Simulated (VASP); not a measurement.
# Si3N4: single point with PBE

The system is Si3N4.

```
Si N
1.0
     6.45212    0.24643    0.27583
     0.24643    6.25769    0.23867
     0.27583    0.23867    5.97352
Si N
9 12
Direct
  0.10215 0.68372 0.62474
  0.39937 0.91090 0.39790
  0.17324 0.32142 0.31184
  0.81611 0.53090 0.28712
  0.82823 0.10279 0.49597
  0.55744 0.58183 0.76080
  0.95770 0.35600 0.90868
  0.77205 0.02779 0.02952
  0.10425 0.89849 0.18523
  0.15504 0.41084 0.59005
  0.24011 0.50526 0.12557
  0.61310 0.03985 0.33351
  0.99689 0.09048 0.04511
  0.19633 0.08648 0.44269
  0.88789 0.82656 0.41517
  0.67697 0.40239 0.51445
  0.50010 0.75413 0.12317
  0.53384 0.56960 0.08369
  0.80218 0.15571 0.75253
  0.38216 0.72776 0.57984
  0.84911 0.65523 0.81970
```

```yaml
Program: VASP 6.6.1
Task: single point
Functional: PBE
Potentials_or_basis: VASP PAW PBE potentials, release 64 (Si, N)
Cutoff: 520 eV
k_mesh: 1 × 1 × 1, shifted
Occupations: fermi-dirac, width 0.3447 eV
Spin: no spin polarisation
Dipole_correction: no
Further_INCAR_settings: LREAL = Auto; ALGO = Normal; EDIFF = 1e-07; NBANDS = 64; ISYM = 0
```

| Quantity | Value |
| --- | --- |
| Pressure | 13.0 GPa |
| Largest force | 9.747 eV/Å |
| Band gap on the k mesh | 0.64 eV |

Forces on the atoms (eV/Å):
```
Si  -2.180 -1.732 -0.166
Si   2.858  3.535 -5.793
Si  -1.039  2.450  4.094
Si  -0.244 -0.631  1.254
Si  -2.994  0.508 -3.561
Si   2.587 -1.807 -3.073
Si   0.900  1.571 -3.159
Si  -9.171 -3.070 -1.210
Si   2.436 -4.824  3.771
N   -1.401  1.837  2.228
N   -1.408  0.268 -3.601
N    2.314  2.668 -2.589
N    5.241  5.023 -0.453
N   -1.072 -2.994 -1.055
N    5.039 -2.545 -0.495
N   -0.386  2.411 -0.304
N    0.254  5.618  1.248
N   -0.548 -2.744 -1.122
N   -1.168 -0.264  5.936
N   -0.813 -4.365  7.534
N    0.795 -0.913  0.517
```

Stress tensor (GPa, compression positive):
```
 10.95  -0.49   8.53
 -0.49  21.51 -12.56
  8.53 -12.56   6.57
```

Levels at points of the mesh, in eV from the valence-band top:
```tsv
k point	band 46	band 47	band 48	band 49	band 50	band 51
(0.25, 0.25, 0.25)	-0.75	-0.37	0.00	0.64	1.12	1.34
```

Run time: 32 s on 1 thread of AMD EPYC 9R45 96-Core Processor (Zen 5), on a shared host, peak memory 0.27 GiB.

Caveat: the k points lie up to 1.06 Å⁻¹ apart; the standard files for N, O and F lose accuracy on very short bonds.
